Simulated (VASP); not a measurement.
# O2: single point with PBEsol

System: O2, in a box.

```
CELL_PARAMETERS angstrom
9.00000 0.00000 0.00000
0.00000 9.50000 0.00000
0.00000 0.00000 10.00000
ATOMIC_POSITIONS crystal
O 0.50000 0.50000 0.43950
O 0.50000 0.50000 0.56050
```

```yaml
Program: VASP 6.6.1
Task: single point
Functional: PBEsol
Potentials_or_basis: VASP PAW PBE potentials, release 64 (O)
Cutoff: 520 eV
k_mesh: 1 × 1 × 1
Occupations: methfessel-paxton, width 0.02 eV
Spin: collinear spin, ferromagnetic start
Starting_moments: "[1.0, 1.0] μB"
```

```yaml
Largest_force: 1.387 eV/Å
Gap_between_the_frontier_levels: 2.26 eV
Net_moment: 2.00 μB per cell
Site_moments: O +0.81 μB
Valence_electrons_inside_the_program's_atomic_spheres: O 4.92
```

Forces on the atoms (eV/Å):
```
O    0.000  0.000 -1.387
O    0.000  0.000  1.387
```

Levels at points of the mesh, in eV from the valence-band top:
Spin up:
```csv
k point,band 3,band 4,band 5,band 6,band 7,band 8,band 9,band 10,band 11,band 12
"(0.00, 0.00, 0.00)",-6.75,-6.75,-6.74,0.00,0.00,6.36,7.58,7.91,7.91,8.07
```
Spin down:
| k point | band 3 | band 4 | band 5 | band 6 | band 7 | band 8 |
| --- | --- | --- | --- | --- | --- | --- |
| (0.00, 0.00, 0.00) | -5.71 | -4.92 | -4.92 | 2.26 | 2.26 | 6.47 |

It took 100 s on 1 thread of Intel(R) Xeon(R) Platinum 8488C (Sapphire Rapids), with other jobs on the host, peak memory 1 GiB.

Caveat: the standard files for N, O and F lose accuracy on very short bonds; the PAW data sets were made with another functional, which shifts forces and pressure a little.
